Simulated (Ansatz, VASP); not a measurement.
**Pt: VASP beside Ansatz**

File INCAR:

```
PREC = Accurate
ENCUT = 600
EDIFF = 1E-7
ISMEAR = 0
SIGMA = 0.1
LREAL = False
LASPH = True
NELM = 80
ALGO = Normal
ISIF = 3
LWAVE = False
LCHARG = False
GGA = PS
IBRION = 2
NSW = 100
EDIFFG = -0.005
```

The input KPOINTS:

```
Automatic mesh
0
Gamma
  18 18 18
```

The input POSCAR:

```
Pt
1.0
    0.0000000000      1.9609000000      1.9609000000
    1.9609000000      0.0000000000      1.9609000000
    1.9609000000      1.9609000000      0.0000000000
Pt
1
Direct
    0.0000000000      0.0000000000      0.0000000000
```

Input for Ansatz:

```yaml
crystal:
  lattice:
    - [0.0, 1.9609, 1.9609]
    - [1.9609, 0.0, 1.9609]
    - [1.9609, 1.9609, 0.0]
  atoms:
    - { symbol: Pt, position: [0.0, 0.0, 0.0] }
basis:
  ecutwfc: 420
kpoints:
  mp_grid: { grid: [18, 18, 18] }
hamiltonian:
  xc: pbesol
scf:
  occupations: { method: gaussian, width: 0.1 }
output:
  forces: true
  stress: true
  eigenvalues: true
relax:
  adjacent_minimum: "off"
  f_tol: 0.005
  max_steps: 80
  cell: { stress_tol: 0.05 }
```

Alike in both runs: task relaxation of cell and atoms; functional PBEsol; k mesh 18 × 18 × 18; occupations gaussian, width 0.1 eV; no spin polarisation.

```csv
,VASP,Ansatz
version,VASP 6.6.1,Ansatz 0.2.0
potentials or method,"VASP PAW PBE potentials, release 64 (Pt), cutoff 600 eV","scalar-relativistic, plane waves, PAW"
valence electrons in the cell,10,18
```

VASP gave:

* gap on the k mesh at the Fermi level, each at its own relaxed structure (eV): none
* relaxed volume (Å³/atom): 15.02
* relaxed length of the cell vector where the two differ most in proportion (Å): 2.769

Q: Which values does Ansatz return?

A: gap on the k mesh at the Fermi level, each at its own relaxed structure (eV): none; relaxed volume (Å³/atom): 15.04; relaxed length of the cell vector where the two differ most in proportion (Å): 2.771.

VASP's potentials were made for PBE, not for PBEsol. A gap of «none» marks a metal or a gap that the smearing closes. VASP's potentials hold 10 valence electrons a cell and Ansatz's 18, so a difference there can come from the potentials and not from the codes.

Neither program's run includes spin-orbit coupling.
